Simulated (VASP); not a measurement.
Input of a VASP 6.6.1 run:

The input POSCAR:

```
Cu
1.0
    1.7793894599      1.7793894599      0.0000000000
   -1.7793894599      1.7793894599      0.0000000000
    0.0000000000      0.0000000000      3.6481954756
Cu
2
Direct
    0.0000000000      0.0000000000      0.0000000000
    0.5000000000      0.5000000000      0.5000000000
```

The input INCAR.step1:

```
ALGO = Normal
EDIFF = 1E-4
ENCUT = 520
GGA = PE
ISMEAR = 0
LASPH = T
LCHARG = F
LREAL = F
LWAVE = T
NBANDS = 18
NELM = 80
PREC = Accurate
SIGMA = 0.1
```

File INCAR.step2:

```
ALGO = Normal
EDIFF = 1E-6
ENCUT = 520
ISIF = 2
ISMEAR = 0
ISTART = 1
LASPH = T
LCHARG = T
LELF = T
LMIXTAU = T
LREAL = F
LVHAR = T
LWAVE = F
METAGGA = R2SCAN
NBANDS = 18
NELM = 80
PREC = Accurate
SIGMA = 0.1
```

Contents of KPOINTS:

```
k-points
0
Gamma
  20 20 14
```

Potentials or basis: VASP PAW PBE potentials, release 64 (Cu).

Command:

```console
$ cat potpaw_PBE.64/Cu/POTCAR > POTCAR
$ cp INCAR.step1 INCAR
$ mpirun -np 1 vasp_std > vasp.out
$ cp INCAR.step2 INCAR
$ mpirun -np 1 vasp_std > vasp.out
```

**Question.** Predict the band gap on the k mesh.

**Answer.** Zero (band 11 reaches 14.26 eV, above the bottom of band 12 at 5.63 eV).

**Question.** What does it give for the pressure?

**Answer.** -0.9 GPa.

Stress tensor (GPa, compression positive):
```
-0.36  0.00  0.00
 0.00 -0.36  0.00
 0.00  0.00 -2.05
```

Caveat: the cell differs from its parent crystal (uniaxial strain along c: +2.0 %); the PAW data sets were made with another functional, which shifts forces and pressure a little.
